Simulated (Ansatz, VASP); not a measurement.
## Si in VASP and in Ansatz

Contents of INCAR:

```
SYSTEM = Si
ALGO = Normal ; EDIFF = 1E-6
ENCUT = 500 ; GGA = PE
GGA_COMPAT = .FALSE. ; ISIF = 2
ISMEAR = 0 ; LASPH = .TRUE.
LCHARG = .FALSE. ; LREAL = .FALSE.
LWAVE = .FALSE. ; NBANDS = 11
NELM = 120 ; PREC = Accurate
SIGMA = 0.02
```

File KPOINTS:

```
k-points
0
G
  10 10 10
  0 0 0
```

File POSCAR:

```
Si
1.0
    0.0000000000      2.6790096335      2.6790096335
    2.6790096335      0.0000000000      2.6790096335
    2.6790096335      2.6790096335      0.0000000000
Si
2
Direct
    0.7500000000      0.7500000000      0.7500000000
    0.5000000000      0.5000000000      0.5000000000
```

Input for Ansatz:

```yaml
crystal:
  lattice:
    - [0.0, 2.6790096335, 2.6790096335]
    - [2.6790096335, 0.0, 2.6790096335]
    - [2.6790096335, 2.6790096335, 0.0]
  atoms:
    - { symbol: Si, position: [0.75, 0.75, 0.75] }
    - { symbol: Si, position: [0.5, 0.5, 0.5] }
basis:
  ecutwfc: 420
kpoints:
  mp_grid: { grid: [10, 10, 10] }
hamiltonian:
  xc: pbe
scf:
  occupations: { method: gaussian, width: 0.02 }
output:
  forces: true
  stress: true
  eigenvalues: true
```

Alike in both runs: task single point; functional PBE; k mesh 10 × 10 × 10; occupations gaussian, width 0.02 eV; no spin polarisation.

|  | VASP | Ansatz |
| --- | --- | --- |
| version | VASP 6.6.1 | Ansatz 0.2.0 |
| potentials or method | VASP PAW PBE potentials, release 64 (Si), cutoff 500 eV | scalar-relativistic, plane waves, PAW |
| valence electrons in the cell | 8 | 8 |

VASP gave:

```
gap on the k mesh at the Fermi level (eV) : 0.51
least direct gap on the mesh (eV)         : 2.58
pressure (GPa)                            : 6.2
```

**Question.** Which values does Ansatz return?

**Answer.** gap on the k mesh at the Fermi level (eV): 0.51; least direct gap on the mesh (eV): 2.58; pressure (GPa): 6.3.

With one functional, cell and mesh, what is left measures potentials, basis and numerics.
